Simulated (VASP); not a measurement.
NaCl, 2 atoms in the cell. It takes space group F-43m (No. 216, cubic). The conventional cell has a = 6.127 Å, b = 6.127 Å, c = 6.127 Å, α = 90.00°, β = 90.00°, γ = 90.00°. Na (site symmetry -43m) has 4 Cl at 2.65 Å within 3.5 Å. Cl (site symmetry -43m) has 4 Na at 2.65 Å within 3.5 Å.  This cell differs from its parent crystal: strain -0.8%.

* Program: VASP 6.6.1
* Task: single point
* Functional: r2SCAN
* Potentials or basis: VASP PAW PBE potentials, release 64 (Na_pv, Cl)
* Cutoff: 520 eV
* k mesh: 8 × 8 × 8
* Occupations: gaussian, width 0.01 eV
* Spin: no spin polarisation
* Dipole correction: no
* Further INCAR settings: ALGO = Normal; EDIFF = 1e-06; NBANDS = 14

Potentials or basis: VASP PAW PBE potentials, release 64 (Na_pv, Cl).

Command:

```bash
$ cat potpaw_PBE.64/Na_pv/POTCAR potpaw_PBE.64/Cl/POTCAR > POTCAR
$ cp INCAR.step1 INCAR
$ mpirun -np 1 vasp_std > vasp.out
$ cp INCAR.step2 INCAR
$ mpirun -np 1 vasp_std > vasp.out
```

Hardware: 1 thread of Intel Xeon 8259CL (shared host).

How long does it take, and how much memory?

It took 80 s on 1 thread of Intel Xeon 8259CL (shared host), peak memory 0.18 GiB. Counts: k points 29.
